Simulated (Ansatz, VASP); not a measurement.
Na2S: VASP beside Ansatz

```
Na S
1.0
     0.00000    3.25543    3.25543
     3.25543    0.00000    3.25543
     3.25543    3.25543    0.00000
Na S
2 1
Direct
  0.25000 0.25000 0.25000
  0.75000 0.75000 0.75000
  0.00000 0.00000 0.00000
```

Alike in both runs: task single point; functional r2SCAN; k mesh 8 × 8 × 8; no spin polarisation.

```csv
,VASP,Ansatz
version,VASP 6.6.1,Ansatz 0.2.0
potentials or method,"VASP PAW PBE potentials, release 64 (Na_pv, S)","plane waves, PAW"
plane-wave cutoff (eV),550,500
occupations,"gaussian, width 0.01 eV",fixed
valence electrons in the cell,20,24
```

|  | VASP | Ansatz | Ansatz less VASP |
| --- | --- | --- | --- |
| gap on the k mesh at the Fermi level (eV) | 3.11 | 3.09 | -0.025 |
| pressure (GPa) | -0.1 | 0.0 | +0.07 |

VASP's potentials were made for PBE, not for r2SCAN. VASP's potentials hold 20 valence electrons a cell and Ansatz's 24, so a difference there can come from the potentials and not from the codes.
